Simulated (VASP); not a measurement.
Set up this calculation in VASP 6.6.1, as the native input.

```yaml
Task: relaxation of shape and atoms at fixed volume
Functional: PBE
Potentials_or_basis: VASP PAW PBE potentials, release 64 (Mn_pv, O)
Cutoff: 600 eV
k_mesh: 10 × 10 × 6
Occupations: gaussian, width 0.05 eV
Spin: collinear spin
Starting_moments: "[3.15, -0.16, -0.16] μB"
Hubbard_terms: Mn d U = 3.9 eV
Dipole_correction: no
Further_INCAR_settings: ALGO = Normal; EDIFF = 1e-06; IBRION = 2; EDIFFG = -0.04; NSW = 60; ISIF = 4
```

The structure of MnO2 lies in POSCAR:

```
MnO2
1.0
    2.9643108445      0.0000000000      0.0000000000
   -1.4821554223      2.5671684961      0.0000000000
    0.0000000000      0.0000000000      5.0419606462
Mn O
1 2
Direct
    0.0000000000      0.0000000000      0.0000000000
    0.3333333333      0.6666666667      0.1919846209
    0.6666666667      0.3333333333      0.8080153791
```

These files were run (other wordings do the same):

INCAR

```
SYSTEM = MnO2
PREC = Accurate ; ENCUT = 600
EDIFF = 1E-6 ; ISMEAR = 0
SIGMA = 0.05 ; LREAL = .False.
LASPH = .True. ; NELM = 150
ALGO = Normal ; ISIF = 4
LWAVE = .False. ; LCHARG = .False.
ISPIN = 2 ; MAGMOM = 3.15 -0.16 -0.16
LORBIT = 11 ; LMAXMIX = 4
LDAU = .True. ; LDAUTYPE = 2
LDAUL = 2 -1 ; LDAUU = 3.9 0
LDAUJ = 0 0 ; LDAUPRINT = 1
GGA = PE ; IBRION = 2
NSW = 60 ; EDIFFG = -0.04
```

KPOINTS

```
regular mesh
0
Gamma
  10 10 6
  0 0 0
```

Potentials or basis: VASP PAW PBE potentials, release 64 (Mn_pv, O).

Run with:

```bash
$ cat potpaw_PBE.64/Mn_pv/POTCAR potpaw_PBE.64/O/POTCAR > POTCAR
$ mpirun -np 1 vasp_std > vasp.out
```

Results of the run:

```json
{
 "Energy gained by relaxing": "10.4 meV/atom",
 "Ionic steps": "5",
 "Pressure after relaxing": "0.0 GPa",
 "Band gap on the k mesh": "1.79 eV (least direct gap 1.97 eV)",
 "Net moment": "3.00 μB per cell",
 "Site moments": "Mn +3.24; O -0.13 μB",
 "Valence electrons inside the program's atomic spheres": "Mn 11.59; O 4.98"
}
```

Caveat: a cell with one magnetic atom can't hold antiferromagnetic order, which such compounds often take.

It took 2.4 min on 1 thread of AMD EPYC 9R45 96-Core Processor (Zen 5), with other jobs on the host, peak memory 0.21 GiB.
